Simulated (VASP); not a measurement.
A run of VASP 6.6.1 is set up as follows.

The input POSCAR:

```
C
1.0
    2.4802863851      0.0000000000      0.0000000000
   -1.2401431926      2.1479910182      0.0000000000
    0.0000000000      0.0000000000     21.6053847528
C
12
Direct
    0.0000000000      0.0000000000      0.9189791269
    0.3333333333      0.6666666667      0.9189758240
    0.0000000000      0.0000000000      0.7476908427
    0.3333333333      0.6666666667      0.7476875398
    0.6666666667      0.3333333333      0.2523124602
    0.0000000000      0.0000000000      0.2523091573
    0.6666666667      0.3333333333      0.0810241760
    0.0000000000      0.0000000000      0.0810208731
    0.3333333333      0.6666666667      0.5856457936
    0.6666666667      0.3333333333      0.5856424906
    0.3333333333      0.6666666667      0.4143575094
    0.6666666667      0.3333333333      0.4143542064
```

INCAR.step1

```
SYSTEM = C
PREC = Accurate
ENCUT = 520
ISMEAR = 0
SIGMA = 0.01
LREAL = .FALSE.
LASPH = .TRUE.
NELM = 60
NBANDS = 36
GGA = PE
ALGO = Normal
EDIFF = 1E-4
LWAVE = .TRUE.
LCHARG = .FALSE.
```

The input INCAR.step2:

```
SYSTEM = C
PREC = Accurate
ENCUT = 520
EDIFF = 1E-6
ISMEAR = 0
SIGMA = 0.01
LREAL = .FALSE.
LASPH = .TRUE.
NELM = 60
ALGO = Normal
ISIF = 2
LWAVE = .FALSE.
LCHARG = .FALSE.
METAGGA = R2SCAN
LMIXTAU = .TRUE.
NBANDS = 36
ISTART = 1
```

File KPOINTS:

```
Automatic mesh
0
G
  18 18 2
  0 0 0
```

Potentials or basis: VASP PAW PBE potentials, release 64 (C).

Run with:

```bash
$ cat potpaw_PBE.64/C/POTCAR > POTCAR
$ cp INCAR.step1 INCAR
$ mpirun -np 1 vasp_std > vasp.out
$ cp INCAR.step2 INCAR
$ mpirun -np 1 vasp_std > vasp.out
```

**Question.** Predict the pressure.

**Answer.** -6.9 GPa.

Stress tensor (GPa, compression positive):
```
-10.45   0.00   0.00
  0.00 -10.45   0.00
  0.00   0.00   0.11
```

Caveat: the cell differs from its parent crystal (biaxial strain in the a-b plane: +1.0 %); the cell stands under tension; the PAW data sets were made with another functional, which shifts forces and pressure a little.
